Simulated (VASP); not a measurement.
# Al2Cu in VASP: a series of runs

Runs on Al2Cu. Level: PBE. Tasks: single point.

All numbers are computed with VASP 6.6.1; they aren't measurements. Logs are shortened: lines on timing, memory, paths and dates and some standing lists are left out, and cuts for length are marked.

## 1. The cell of the first run

The structure is tetragonal, space group I4/mmm (No. 139). Conventional cell: a = 4.061 Å, b = 4.061 Å, c = 5.702 Å, α = 90.00°, β = 90.00°, γ = 90.00°. Within 3.3 Å of Al (site symmetry -4m2) lie 4 Cu at 2.48 Å and 6 Al at 2.85 to 2.87 Å. Cu (site symmetry 4/mmm) has 8 Al at 2.48 Å within 3.3 Å.

## 2. Single point, PBE

Contents of INCAR:

```
SYSTEM = Al2Cu
ALGO = Normal ; EDIFF = 1E-6
ENCUT = 520 ; GGA = PE
ISIF = 2 ; ISMEAR = 0
LASPH = .True. ; LCHARG = .True.
LELF = .True. ; LREAL = .False.
LVHAR = .True. ; LWAVE = .False.
NBANDS = 16 ; NELM = 100
PREC = Accurate ; SIGMA = 0.1
```

Contents of KPOINTS:

```
k-points
0
Gamma
  6 6 6
  0 0 0
```

Contents of POSCAR:

```
Al2Cu
1.0
   -2.0303375000      2.0303375000      2.8510940000
    2.0303375000     -2.0303375000      2.8510940000
    2.0303375000      2.0303375000     -2.8510940000
Al Cu
2 1
Direct
    0.7500000000      0.2500000000      0.5000000000
    0.2500000000      0.7500000000      0.5000000000
    0.5000000000      0.5000000000      0.0000000000
```

Potentials or basis: VASP PAW PBE potentials, release 64 (Al, Cu).

Command:

```console
$ cat potpaw_PBE.64/Al/POTCAR potpaw_PBE.64/Cu/POTCAR > POTCAR
$ mpirun -np 1 vasp_std > vasp.out
```

OUTCAR:

```text
SYSTEM = Al2Cu
   EDIFF = 1E-6
   ENCUT = 520
   GGA = PE
   ISIF = 2
   ISMEAR = 0
   LASPH = .True.
   LREAL = .False.
   NELM = 100
   PREC = Accurate

 ion  position               nearest neighbor table
   1  0.750  0.250  0.500-   3 2.48   3 2.48   3 2.48   3 2.48   2 2.85   2 2.85   2 2.87   2 2.87
                             2 2.87   2 2.87
   2  0.250  0.750  0.500-   3 2.48   3 2.48   3 2.48   3 2.48   1 2.85   1 2.85   1 2.87   1 2.87
                             1 2.87   1 2.87
   3  0.500  0.500  0.000-   2 2.48   1 2.48   1 2.48   2 2.48   1 2.48   2 2.48   2 2.48   1 2.48

  LATTYP: Found a body centered tetragonal cell.
 ALAT       =     4.0606750000
 C/A-ratio  =     1.4042463384

  Lattice vectors:

 A1 = (  -2.0303375000,   2.0303375000,   2.8510940000)
 A2 = (   2.0303375000,  -2.0303375000,   2.8510940000)
 A3 = (   2.0303375000,   2.0303375000,  -2.8510940000)

Analysis of symmetry for initial positions (statically):
=====================================================================
 Subroutine PRICEL returns:
 Original cell was already a primitive cell.

 Routine SETGRP: Setting up the symmetry group for a
 body centered tetragonal supercell.

 Subroutine GETGRP returns: Found 16 space group operations
 (whereof 16 operations were pure point group operations)
 out of a pool of 16 trial point group operations.

The static configuration has the point symmetry D_4h.

Analysis of symmetry for dynamics (positions and initial velocities):
=====================================================================
 Subroutine PRICEL returns:
 Original cell was already a primitive cell.

 Routine SETGRP: Setting up the symmetry group for a
 body centered tetragonal supercell.

 Subroutine GETGRP returns: Found 16 space group operations
 (whereof 16 operations were pure point group operations)
 out of a pool of 16 trial point group operations.

The dynamic configuration has the point symmetry D_4h.

 Subroutine INISYM returns: Found 16 space group operations
 (whereof 16 operations are pure point group operations),
 and found     1 'primitive' translations

----------------------------------------------------------------------------------------

                                     Primitive cell

  volume of cell :      47.0119

[... 83 lines left out ...]
   ICHARG =      2    charge: 1-file 2-atom 10-const
   ISPIN  =      1    spin polarized calculation?
   LNONCOLLINEAR =      F non collinear calculations
   LSORBIT =      F    spin-orbit coupling
   LASPH  =      T    aspherical Exc in radial PAW
   ENCUT  =  520.0 eV  38.22 Ry    6.18 a.u.   7.52  7.52  7.52*2*pi/ulx,y,z
   NELM   =    100;   NELMIN=  2; NELMDL= -5     # of ELM steps
   EDIFF  = 0.1E-05   stopping-criterion for ELM
   LREAL  =      F    real-space projection
   EDIFFG = 0.1E-04   stopping-criterion for IOM
   NSW    =      0    number of steps for IOM
   IBRION =     -1    ionic relax: 0-MD 1-quasi-New 2-CG
   NFREE  =      0    steps in history (QN), initial steepest desc. (CG)
   ISIF   =      2    stress and relaxation
   ISYM   =      2    0-nonsym 1-usesym 2-fastsym
   POTIM  = 0.5000    time-step for ionic-motion
   TEBEG  =    0.0;   TEEND  =   0.0 temperature during run
   PSTRESS=    0.0 pullay stress
   NELECT =      17.0000    total number of electrons
   NUPDOWN=      -1.0000    fix difference up-down
   EMIN   =  10.00;   EMAX   =-10.00  energy-range for DOS
   EFERMI =   0.00;   METHOD = LEGACY
   ISMEAR =     0;   SIGMA  =   0.10  broadening in eV -4-tet -1-fermi 0-gaus
   EFERMI_NEDOS =   21; number of points for ismear=-14 and -15
   IALGO  =     38    algorithm
   IMIX   =      4    mixing-type and parameters
     AMIX     =   0.40;   BMIX     =  1.00
     AMIX_MAG =   1.60;   BMIX_MAG =  1.00
  volume/ion in A,a.u.               =      15.67       105.75
  Fermi-wavevector in a.u.,A,eV,Ry     =   1.166331  2.204046 18.508385  1.360328
  Thomas-Fermi vector in A             =   2.302845
   LORBIT       =      0    0 simple, 1 ext, 2 COOP (PROOUT), +10 PAW based schemes
   GGA     = PE    functional components
   LHFCALC =     F    Hartree Fock is set to
   AEXX    =    0.0000 exact exchange contribution
   IVDW    =     0    specifies the selected vdW correction
   LEPSILON=     F    determine dielectric tensor
   LRPA    =     F    only Hartree local field effects (RPA)
 non-spin polarized calculation
 Gauss-broadening in eV      SIGMA  =   0.10
  energy-cutoff  :      520.00
  volume of cell :       47.01
 maximum number of plane-waves:      1293
   NGX = 15   NGY = 15   NGZ = 15

 number of electron      17.0000003 magnetization

 Free energy of the ion-electron system (eV)
  ---------------------------------------------------
  ext. energy  EPLUGINS =         0.00000000
  ---------------------------------------------------
  free energy    TOTEN  =       -11.73510733 eV

  energy without entropy =      -11.72957927  energy(sigma->0) =      -11.73234330

 E-fermi :   7.1375     XC(G=0): -10.5211

 val. band max:        7.1055823665   @ k =  -0.3333   0.1667   0.0000
 cond. band min:       7.1794553320   @ k =  -0.1667  -0.3333   0.1667
 fundamental gap:      0.0738729655
 Fermi energy:         7.1375202987

 k-point     1 :       0.0000    0.0000    0.0000
  band No.  band energies     occupation
      1      -3.1137      2.00000
      2       2.5587      2.00000
      3       2.5656      2.00000
      4       2.5656      2.00000
      5       3.1187      2.00000
      6       3.1300      2.00000
[... 433 lines left out ...]
      3       2.7046      2.00000
      4       2.7336      2.00000
      5       3.0131      2.00000
      6       3.1953      2.00000
[... 8 lines left out ...]
     15      15.8688      0.00000
     16      16.9052      0.00000

 [... further k-points ...]
[... 5 lines left out ...]
  --------------------------------------------------------------------------------------
  -------------------------------------------------------------------------------------
  Total        0.8474531      0.8474531      0.8568843      0.0000000      0.0000000      0.0000000
  in kB       28.8813998     28.8813998     29.2028192      0.0000000      0.0000000      0.0000000
  external PRESSURE =      28.9885396 kB  Pullay stress =       0.0000000 kB

 VOLUME and BASIS-vectors are now :
 -----------------------------------------------------------------------------
  energy-cutoff  :      520.00
  volume of cell :       47.01
      direct lattice vectors                 reciprocal lattice vectors
    -2.030337500  2.030337500  2.851094000     0.000000000  0.246264476  0.175371279
     2.030337500 -2.030337500  2.851094000     0.246264476  0.000000000  0.175371279
     2.030337500  2.030337500 -2.851094000     0.246264476  0.246264476  0.000000000

 POSITION                                       TOTAL-FORCE (eV/Angst)
 -----------------------------------------------------------------------------------
      0.00000      2.03034      1.42555        -0.000000     -0.000000     -0.000000
      2.03034      0.00000      1.42555        -0.000000      0.000000     -0.000000
      0.00000      0.00000      2.85109         0.000000     -0.000000      0.000000
 -----------------------------------------------------------------------------------
    total drift:                                0.000000     -0.000000      0.000000

  FREE ENERGIE OF THE ION-ELECTRON SYSTEM (eV)
  ---------------------------------------------------
  free  energy   TOTEN  =       -11.7351073328 eV

  energy  without entropy=      -11.7295792699  energy(sigma->0) =      -11.73234330
```

It took 26 s on 1 thread of Intel Xeon Platinum 8259CL at 2.50GHz (Skylake/Cascade Lake), shared host; peak memory 0.17 GiB.

Results:

```
Free energy : -11.7351 eV
Pressure    : 2.9 GPa
```

Levels at points of the mesh, in eV from the Fermi level:
| k point | band 6 | band 7 | band 8 | band 9 | band 10 | band 11 | band 12 | band 13 |
| --- | --- | --- | --- | --- | --- | --- | --- | --- |
| (0.00, 0.00, 0.00) | -4.01 | 2.93 | 2.96 | 2.96 | 3.01 | 3.01 | 3.01 | 4.38 |
| (0.50, 0.00, 0.00) | -3.95 | -3.95 | 0.63 | 0.69 | 2.96 | 2.99 | 3.91 | 4.47 |
| (0.50, 0.50, 0.00) | -3.85 | -3.73 | -1.97 | -1.92 | 0.43 | 1.60 | 9.07 | 10.66 |
| (0.50, 0.50, 0.50) | -3.85 | -3.71 | -1.99 | -1.99 | 0.35 | 1.56 | 9.08 | 10.74 |

Caveat: the k points lie up to 0.36 Å⁻¹ apart.

## 3. Single point, PBE

This run uses another cell than the first one, of 16.12 Å³/atom, 1.028 times its volume.

Contents of INCAR:

```
PREC = Accurate
ENCUT = 520
EDIFF = 1E-6
ISMEAR = 0
SIGMA = 0.1
LREAL = F
LASPH = T
NELM = 100
ALGO = Fast
ISIF = 2
LWAVE = F
LCHARG = F
GGA = PE
NBANDS = 16
```

Contents of KPOINTS:

```
regular mesh
0
Gamma
  14 14 14
```

Contents of POSCAR:

```
Al2Cu
1.0
   -2.0446280252      2.0446280252      2.8912313269
    2.0446280252     -2.0446280252      2.8912313269
    2.0446280252      2.0446280252     -2.8912313269
Al Cu
2 1
Direct
    0.7500000000      0.2500000000      0.5000000000
    0.2500000000      0.7500000000      0.5000000000
    0.5000000000      0.5000000000      0.0000000000
```

Potentials or basis: VASP PAW PBE potentials, release 64 (Al, Cu).

Command:

```console
$ cat potpaw_PBE.64/Al/POTCAR potpaw_PBE.64/Cu/POTCAR > POTCAR
$ mpirun -np 1 vasp_std > vasp.out
```

Run time: 4.3 min. Hardware: 1 thread of Intel Xeon Platinum 8259CL at 2.50GHz (Skylake/Cascade Lake), shared host; peak memory 0.3 GiB.

Results (log left out):

```yaml
Free_energy: -11.7490 eV
Pressure: 0.2 GPa
```

Levels at points of the mesh, in eV from the Fermi level:
```
           k point  band 6  band 7  band 8  band 9  band 10  band 11  band 12  band 13
(0.00, 0.00, 0.00)   -3.96    2.84    2.84    2.84     2.92     2.92     2.92     4.04
(0.50, 0.00, 0.00)   -3.90   -3.90    0.61    0.61     2.87     2.88     3.66     4.32
(0.50, 0.50, 0.00)   -3.80   -3.69   -1.96   -1.96     0.25     1.55     8.95    10.43
(0.50, 0.50, 0.50)   -3.81   -3.69   -1.96   -1.96     0.25     1.55     8.95    10.43
```
